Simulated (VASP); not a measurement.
Input of a VASP 6.6.1 run:

File INCAR:

```
ALGO = Normal
EDIFF = 1E-6
ENCUT = 520
GGA = PE
ISIF = 2
ISMEAR = -1
LASPH = T
LCHARG = F
LREAL = F
LWAVE = F
NBANDS = 30
NELM = 60
PREC = Accurate
SIGMA = 0.02
```

File KPOINTS:

```
k-points
0
Gamma
  1 1 1
```

The input POSCAR:

```
H2CO
1.0
    6.4150690000      0.0000000000      0.0000000000
    0.0000000000      6.4150690000      0.0000000000
    0.0000000000      0.0000000000      6.4150690000
O C H
3 3 6
Direct
    0.8207861833      1.1620140017      0.5799469967
    1.0385546905      0.5818175923      0.7698124525
    0.2067787580      0.6998209996      0.1581432717
    0.6829700507      1.1406424467      0.4766745299
    0.8826717218      0.6326822050      0.8375591907
    0.1632250565      0.8017840494      0.3030209028
    0.2913296802      0.0889312336      0.8947058870
    0.2617275044      0.1928895854      0.9468487401
    0.8572160331      0.0904588867     -0.0873256391
    0.8469589337      0.1459532236      0.0159312394
    0.6674596953      0.6276783617      0.5443121500
    0.6391513482      0.5986373646      0.4275558065
```

Potentials or basis: VASP PAW PBE potentials, release 64 (O, C, H).

Command:

```console
$ cat potpaw_PBE.64/O/POTCAR potpaw_PBE.64/C/POTCAR potpaw_PBE.64/H/POTCAR > POTCAR
$ mpirun -np 1 vasp_gam > vasp.out
```

Q: Predict the band gap on the k mesh.

A: 6.23 eV.

Q: What does it give for the pressure?

A: 0.6 GPa.

Stress tensor (GPa, compression positive):
```
 2.33  0.49  1.76
 0.49 -0.39 -0.91
 1.76 -0.91 -0.11
```

Caveat: the k points lie up to 0.98 Å⁻¹ apart.
